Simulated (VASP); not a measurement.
# SrO (lda) (Fm-3m) in VASP: further runs

SrO (lda) is run at these levels: LDA; tasks: single point.

Program: VASP 6.6.1. These are calculated values, not measurements. Logs are shortened: lines on timing, memory, paths and dates and some standing lists are left out, and cuts for length are marked.

## (1) The cell of the first run

The structure is cubic, space group Fm-3m (No. 225). The conventional cell has a = 5.160 Å, b = 5.160 Å, c = 5.160 Å, α = 90.00°, β = 90.00°, γ = 90.00°. Sr (site symmetry m-3m) has 6 O at 2.58 Å within 3.4 Å. Within 3.4 Å of O (site symmetry m-3m) lie 6 Sr at 2.58 Å.

## (2) Single point, LDA

Input file INCAR:

```
SYSTEM = SrO
PREC = Accurate
ENCUT = 600
EDIFF = 1E-6
ISMEAR = 0
SIGMA = 0.1
LREAL = .FALSE.
LASPH = .TRUE.
NELM = 120
ALGO = Normal
ISIF = 2
LWAVE = .FALSE.
LCHARG = .FALSE.
NBANDS = 15
GGA_COMPAT = .FALSE.
```

Input file KPOINTS:

```
regular mesh
0
G
  6 6 6
  0 0 0
```

Input file POSCAR:

```
SrO
1.0
    0.0000000000      2.5800000000      2.5800000000
    2.5800000000      0.0000000000      2.5800000000
    2.5800000000      2.5800000000      0.0000000000
Sr O
1 1
Direct
    0.0000000000      0.0000000000      0.0000000000
    0.5000000000      0.5000000000      0.5000000000
```

Potentials or basis: VASP PAW LDA potentials, release 64 (Sr_sv, O).

Launch:

```
cat potpaw_LDA.64/Sr_sv/POTCAR potpaw_LDA.64/O/POTCAR > POTCAR
mpirun -np 1 vasp_std > vasp.out
```

OUTCAR:

```text
SYSTEM = SrO
   PREC = Accurate
   ENCUT = 600
   EDIFF = 1E-6
   ISMEAR = 0
   LREAL = .FALSE.
   LASPH = .TRUE.
   NELM = 120
   ISIF = 2

 ion  position               nearest neighbor table
   1  0.000  0.000  0.000-   2 2.58   2 2.58   2 2.58   2 2.58   2 2.58   2 2.58
   2  0.500  0.500  0.500-   1 2.58   1 2.58   1 2.58   1 2.58   1 2.58   1 2.58

  LATTYP: Found a face centered cubic cell.
 ALAT       =     5.1600000000

  Lattice vectors:

 A1 = (   0.0000000000,   2.5800000000,   2.5800000000)
 A2 = (   2.5800000000,   0.0000000000,   2.5800000000)
 A3 = (   2.5800000000,   2.5800000000,   0.0000000000)

Analysis of symmetry for initial positions (statically):
=====================================================================
 Subroutine PRICEL returns:
 Original cell was already a primitive cell.

 Routine SETGRP: Setting up the symmetry group for a
 face centered cubic supercell.

 Subroutine GETGRP returns: Found 48 space group operations
 (whereof 48 operations were pure point group operations)
 out of a pool of 48 trial point group operations.

The static configuration has the point symmetry O_h .

Analysis of symmetry for dynamics (positions and initial velocities):
=====================================================================
 Subroutine PRICEL returns:
 Original cell was already a primitive cell.

 Routine SETGRP: Setting up the symmetry group for a
 face centered cubic supercell.

 Subroutine GETGRP returns: Found 48 space group operations
 (whereof 48 operations were pure point group operations)
 out of a pool of 48 trial point group operations.

The dynamic configuration has the point symmetry O_h .

 Subroutine INISYM returns: Found 48 space group operations
 (whereof 48 operations are pure point group operations),
 and found     1 'primitive' translations

----------------------------------------------------------------------------------------

                                     Primitive cell

  volume of cell :      34.3470

  direct lattice vectors                    reciprocal lattice vectors
     0.000000000  2.580000000  2.580000000    -0.193798450  0.193798450  0.193798450
     2.580000000  0.000000000  2.580000000     0.193798450 -0.193798450  0.193798450
     2.580000000  2.580000000  0.000000000     0.193798450  0.193798450 -0.193798450

  length of vectors
     3.648670991  3.648670991  3.648670991     0.335668761  0.335668761  0.335668761

  position of ions in fractional coordinates (direct lattice)
     0.000000000  0.000000000  0.000000000
     0.500000000  0.500000000  0.500000000

  ion indices of the primitive-cell ions
   primitive index   ion index
                 1           1
                 2           2

----------------------------------------------------------------------------------------

 KPOINTS: regular mesh

Automatic generation of k-mesh.
 Grid dimensions read from file:
 generate k-points for:    6    6    6

 Generating k-lattice:

  Cartesian coordinates                     Fractional coordinates (reciprocal lattice)
    -0.032299742  0.032299742  0.032299742     0.166666667  0.000000000  0.000000000
     0.032299742 -0.032299742  0.032299742     0.000000000  0.166666667  0.000000000
     0.032299742  0.032299742 -0.032299742     0.000000000  0.000000000  0.166666667

  Length of vectors
     0.055944794  0.055944794  0.055944794

  Shift w.r.t. Gamma in fractional coordinates (k-lattice)
     0.000000000  0.000000000  0.000000000

 Subroutine IBZKPT returns following result:
 ===========================================

 Found     16 irreducible k-points:

 Following reciprocal coordinates:
            Coordinates               Weight
  0.000000  0.000000  0.000000      1.000000
  0.166667  0.000000  0.000000      8.000000
  0.333333  0.000000  0.000000      8.000000
  0.500000  0.000000  0.000000      4.000000
  0.166667  0.166667  0.000000      6.000000
  0.333333  0.166667  0.000000     24.000000
[... 8 lines left out ...]
 -0.333333  0.333333  0.166667     24.000000
 -0.333333  0.500000  0.166667     12.000000
   k-points           NKPTS =     16   k-points in BZ     NKDIM =     16   number of bands    NBANDS=     15
   number of dos      NEDOS =    301   number of ions     NIONS =      2
   total plane-waves  NPLWV =  27000
   dimension x,y,z NGX =    30 NGY =   30 NGZ =   30
   dimension x,y,z NGXF=    60 NGYF=   60 NGZF=   60
   ions per type =               1   1
   NGX,Y,Z   is equivalent  to a cutoff of  13.67, 13.67, 13.67 a.u.
   NGXF,Y,Z  is equivalent  to a cutoff of  27.34, 27.34, 27.34 a.u.
 SYSTEM =  SrO
   PREC   = accura    normal or accurate (medium, high low for compatibility)
   ISTART =      0    job   : 0-new  1-cont  2-samecut
   ICHARG =      2    charge: 1-file 2-atom 10-const
   ISPIN  =      1    spin polarized calculation?
   LNONCOLLINEAR =      F non collinear calculations
   LSORBIT =      F    spin-orbit coupling
   LASPH  =      T    aspherical Exc in radial PAW
   ENCUT  =  600.0 eV  44.10 Ry    6.64 a.u.   7.29  7.29  7.29*2*pi/ulx,y,z
   NELM   =    120;   NELMIN=  2; NELMDL= -5     # of ELM steps
   EDIFF  = 0.1E-05   stopping-criterion for ELM
   LREAL  =      F    real-space projection
   EDIFFG = 0.1E-04   stopping-criterion for IOM
   NSW    =      0    number of steps for IOM
   IBRION =     -1    ionic relax: 0-MD 1-quasi-New 2-CG
   NFREE  =      0    steps in history (QN), initial steepest desc. (CG)
   ISIF   =      2    stress and relaxation
   ISYM   =      2    0-nonsym 1-usesym 2-fastsym
   POTIM  = 0.5000    time-step for ionic-motion
   TEBEG  =    0.0;   TEEND  =   0.0 temperature during run
   PSTRESS=    0.0 pullay stress
   NELECT =      16.0000    total number of electrons
   NUPDOWN=      -1.0000    fix difference up-down
   EMIN   =  10.00;   EMAX   =-10.00  energy-range for DOS
   EFERMI =   0.00;   METHOD = LEGACY
   ISMEAR =     0;   SIGMA  =   0.10  broadening in eV -4-tet -1-fermi 0-gaus
   EFERMI_NEDOS =   21; number of points for ismear=-14 and -15
   IALGO  =     38    algorithm
   IMIX   =      4    mixing-type and parameters
     AMIX     =   0.40;   BMIX     =  1.00
     AMIX_MAG =   1.60;   BMIX_MAG =  1.00
  volume/ion in A,a.u.               =      17.17       115.89
  Fermi-wavevector in a.u.,A,eV,Ry     =   1.269069  2.398192 21.912663  1.610535
  Thomas-Fermi vector in A             =   2.402130
   LORBIT       =      0    0 simple, 1 ext, 2 COOP (PROOUT), +10 PAW based schemes
   GGA     = CA    functional components
   LHFCALC =     F    Hartree Fock is set to
   AEXX    =    0.0000 exact exchange contribution
   IVDW    =     0    specifies the selected vdW correction
   LEPSILON=     F    determine dielectric tensor
   LRPA    =     F    only Hartree local field effects (RPA)
 non-spin polarized calculation
 Gauss-broadening in eV      SIGMA  =   0.10
  energy-cutoff  :      600.00
  volume of cell :       34.35
 maximum number of plane-waves:      1167
 NGX is ok and might be reduce to    30
   NGX = 15   NGY = 15   NGZ = 15

 number of electron      15.9999998 magnetization

 Free energy of the ion-electron system (eV)
  ---------------------------------------------------
  ext. energy  EPLUGINS =         0.00000000
  ---------------------------------------------------
  free energy    TOTEN  =       -13.36666477 eV

  energy without entropy =      -13.36666477  energy(sigma->0) =      -13.36666477

 E-fermi :   1.7112     XC(G=0): -10.4781

 val. band max:        1.2914856063   @ k =   0.0000   0.0000   0.0000
 cond. band min:       4.3994502819   @ k =   0.5000   0.5000   0.0000
 fundamental gap:      3.1079646756
 Fermi energy:         1.7111527163

 k-point     1 :       0.0000    0.0000    0.0000
  band No.  band energies     occupation
      1     -30.8279      2.00000
      2     -13.4546      2.00000
      3     -12.5654      2.00000
      4     -12.5654      2.00000
      5     -12.5654      2.00000
      6       1.2915      2.00000
      7       1.2915      2.00000
      8       1.2915      2.00000
      9       5.0192      0.00000
     10       7.3742      0.00000
     11       7.3742      0.00000
     12       7.3742      0.00000
     13       9.5741      0.00000
     14       9.5741      0.00000
     15      13.6866      0.00000

 k-point     2 :       0.1667    0.0000    0.0000
  band No.  band energies     occupation
      1     -30.7938      2.00000
      2     -14.0771      2.00000
      3     -12.5867      2.00000
      4     -12.5867      2.00000
      5     -12.0243      2.00000
      6       0.5430      2.00000
      7       0.9616      2.00000
      8       0.9616      2.00000
      9       6.1820      0.00000
     10       7.1603      0.00000
     11       7.9110      0.00000
     12       7.9110      0.00000
     13      10.2694      0.00000
     14      10.2694      0.00000
     15      15.3662      0.00000

 k-point     3 :       0.3333    0.0000    0.0000
  band No.  band energies     occupation
      1     -30.7245      2.00000
      2     -14.7922      2.00000
      3     -12.6285      2.00000
      4     -12.6285      2.00000
      5     -11.4725      2.00000
      6      -0.5043      2.00000
      7       0.3986      2.00000
      8       0.3986      2.00000
      9       7.3336      0.00000
     10       8.3119      0.00000
     11       9.2143      0.00000
     12       9.2143      0.00000
     13      11.8333      0.00000
     14      11.8333      0.00000
     15      16.9271      0.00000

 k-point     4 :       0.5000    0.0000    0.0000
  band No.  band energies     occupation
      1     -30.6893      2.00000
      2     -15.0712      2.00000
      3     -12.6489      2.00000
      4     -12.6489      2.00000
      5     -11.2751      2.00000
      6      -0.9316      2.00000
      7       0.1516      2.00000
      8       0.1516      2.00000
      9       7.6938      0.00000
     10       9.4798      0.00000
     11      10.0349      0.00000
     12      10.0349      0.00000
     13      13.1464      0.00000
     14      13.1464      0.00000
     15      15.8031      0.00000
[... 163 lines left out ...]
 k-point    14 :       0.5000    0.3333    0.1667
  band No.  band energies     occupation
      1     -30.6807      2.00000
      2     -14.5365      2.00000
      3     -12.9894      2.00000
      4     -12.8157      2.00000
      5     -11.8186      2.00000
      6      -0.0761      2.00000
      7       0.4599      2.00000
      8       0.9194      2.00000
      9       6.1944      0.00000
     10       8.3243      0.00000
     11       9.9868      0.00000
     12      10.6238      0.00000
     13      12.0079      0.00000
     14      13.2333      0.00000
     15      15.2875      0.00000

 k-point    15 :      -0.3333    0.3333    0.1667
  band No.  band energies     occupation
      1     -30.6580      2.00000
      2     -14.5224      2.00000
      3     -13.1070      2.00000
      4     -12.9533      2.00000
      5     -11.7914      2.00000
      6      -0.0613      2.00000
      7       0.6085      2.00000
      8       0.6694      2.00000
      9       7.3479      0.00000
     10       7.4673      0.00000
     11      10.1740      0.00000
     12      11.3061      0.00000
     13      12.6687      0.00000
     14      13.9159      0.00000
     15      14.7917      0.00000

 k-point    16 :      -0.3333    0.5000    0.1667
  band No.  band energies     occupation
      1     -30.6478      2.00000
      2     -14.0732      2.00000
      3     -13.3965      2.00000
      4     -13.0954      2.00000
      5     -12.0950      2.00000
      6       0.3967      2.00000
      7       0.8171      2.00000
      8       0.9411      2.00000
      9       5.7877      0.00000
     10       8.7109      0.00000
     11       9.6508      0.00000
     12      12.2206      0.00000
     13      12.3639      0.00000
     14      13.8945      0.00000
     15      14.5757      0.00000

------------------------ aborting loop because EDIFF is reached ----------------------------------------

  FORCE on cell =-STRESS in cart. coord.  units (eV):
  Direction    XX          YY          ZZ          XY          YZ          ZX
  --------------------------------------------------------------------------------------
  -------------------------------------------------------------------------------------
  Total       -0.9892193     -0.9892193     -0.9892193     -0.0000000      0.0000000     -0.0000000
  in kB      -46.1438740    -46.1438740    -46.1438740     -0.0000000      0.0000000     -0.0000000
  external PRESSURE =     -46.1438740 kB  Pullay stress =       0.0000000 kB

 VOLUME and BASIS-vectors are now :
 -----------------------------------------------------------------------------
  energy-cutoff  :      600.00
  volume of cell :       34.35
      direct lattice vectors                 reciprocal lattice vectors
     0.000000000  2.580000000  2.580000000    -0.193798450  0.193798450  0.193798450
     2.580000000  0.000000000  2.580000000     0.193798450 -0.193798450  0.193798450
     2.580000000  2.580000000  0.000000000     0.193798450  0.193798450 -0.193798450

 POSITION                                       TOTAL-FORCE (eV/Angst)
 -----------------------------------------------------------------------------------
      0.00000      0.00000      0.00000        -0.000000     -0.000000     -0.000000
      2.58000      2.58000      2.58000         0.000000      0.000000      0.000000
 -----------------------------------------------------------------------------------
    total drift:                                0.000000      0.000000      0.000000

  FREE ENERGIE OF THE ION-ELECTRON SYSTEM (eV)
  ---------------------------------------------------
  free  energy   TOTEN  =       -13.3666647671 eV

  energy  without entropy=      -13.3666647671  energy(sigma->0) =      -13.36666477
```

It took 24 s on 1 thread of AMD EPYC 7R43 (Zen 3), shared host; peak memory 0.12 GiB.

What came out:

* Free energy: -13.3667 eV
* Pressure: -4.6 GPa
* Band gap on the k mesh: 3.11 eV, indirect (least direct gap 3.20 eV)

## (3) Single point, LDA

This run uses another cell than the first one, of 16.24 Å³/atom, 0.945 times its volume.

Input file INCAR:

```
SYSTEM = SrO
  ALGO = Normal
  EDIFF = 1E-6
  ENCUT = 600
  GGA_COMPAT = .False.
  ISIF = 2
  ISMEAR = 0
  LASPH = .True.
  LCHARG = .False.
  LREAL = .False.
  LWAVE = .False.
  NBANDS = 15
  NELM = 120
  PREC = Accurate
  SIGMA = 0.02
```

Input file KPOINTS:

```
k-points
0
Gamma
  6 6 6
  0 0 0
```

Input file POSCAR:

```
SrO
1.0
    0.0000000000      2.5321832616      2.5321832616
    2.5321832616      0.0000000000      2.5321832616
    2.5321832616      2.5321832616      0.0000000000
Sr O
1 1
Direct
    0.0000000000      0.0000000000      0.0000000000
    0.5000000000      0.5000000000      0.5000000000
```

Potentials or basis: VASP PAW LDA potentials, release 64 (Sr_sv, O).

Launch:

```
cat potpaw_LDA.64/Sr_sv/POTCAR potpaw_LDA.64/O/POTCAR > POTCAR
mpirun -np 1 vasp_std > vasp.out
```

Run time: 22 s. Hardware: 1 thread of AMD EPYC 7R43 (Zen 3), shared host; peak memory 0.12 GiB.

It converged, with:

```
Free energy            : -13.3886 eV
Pressure               : 0.7 GPa
Band gap on the k mesh : 3.06 eV, indirect (least direct gap 3.11 eV)
```

Levels at points of the mesh, in eV from the valence-band top:
```
           k point  band 6  band 7  band 8  band 9  band 10  band 11
(0.00, 0.00, 0.00)    0.00    0.00    0.00    4.13     6.20     6.20
(0.50, 0.00, 0.00)   -2.33   -1.25   -1.25    6.64     8.63     9.07
(0.50, 0.50, 0.00)   -0.34   -0.05   -0.05    3.06     8.11    10.49
```
